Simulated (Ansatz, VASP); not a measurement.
## One calculation of Sn, two programs

INCAR

```
SYSTEM = Sn
PREC = Accurate ; ENCUT = 520
EDIFF = 1E-8 ; ISMEAR = -1
SIGMA = 0.03 ; LREAL = .FALSE.
LASPH = .TRUE. ; NELM = 60
ALGO = Normal ; ISIF = 2
LWAVE = .FALSE. ; LCHARG = .FALSE.
GGA = PS ; LEFG = .TRUE.
NBANDS = 13
```

File KPOINTS:

```
regular mesh
0
G
  15 15 15
  0 0 0
```

File POSCAR:

```
Sn
1.0
   -1.9031242745      1.9031242745      1.9031242745
    1.9031242745     -1.9031242745      1.9031242745
    1.9031242745      1.9031242745     -1.9031242745
Sn
1
Direct
    0.0000000000      0.0000000000      0.0000000000
```

Input for Ansatz:

```yaml
crystal:
  lattice:
    - [-1.9031242745, 1.9031242745, 1.9031242745]
    - [1.9031242745, -1.9031242745, 1.9031242745]
    - [1.9031242745, 1.9031242745, -1.9031242745]
  atoms:
    - { symbol: Sn, position: [0.0, 0.0, 0.0] }
kpoints:
  mp_grid: { grid: [15, 15, 15] }
  band_path:
    path:
      - [0.0, 0.0, 0.0]
      - [0.5, -0.5, 0.5]
      - [0.0, 0.0, 0.5]
      - [0.0, 0.0, 0.0]
      - [0.25, 0.25, 0.25]
      - [0.5, -0.5, 0.5]
      - [0.25, 0.25, 0.25]
      - [0.0, 0.0, 0.5]
    npoints: 5
scf:
  occupations: { method: fermi_dirac, width: 0.03 }
hamiltonian:
  xc: pbesol
  pseudopotentials: { kind: paw }
output:
  forces: true
  stress: true
  eigenvalues: true
  efg: { contact_densities: true }
  write_density: true
  write_potential: true
  elf: true
  volumetric_format: npy
```

Alike in both runs: task electric field gradients; functional PBEsol; k mesh 15 × 15 × 15; occupations fermi-dirac, width 0.03 eV; no spin polarisation.

|  | VASP | Ansatz |
| --- | --- | --- |
| version | VASP 6.6.1 | Ansatz 0.2.0 |
| potentials or method | VASP PAW PBE potentials, release 64 (Sn_d) | PAW with Ansatz's default frozen-core files, scalar-relativistic |
| plane-wave cutoff (eV) | 520 | 420 |
| valence electrons in the cell | 14 | 14 |

|  | VASP | Ansatz | Ansatz less VASP |
| --- | --- | --- | --- |
| pressure (GPa) | -2.8 | -2.7 | +0.06 |

VASP's potentials were made for PBE, not for PBEsol.
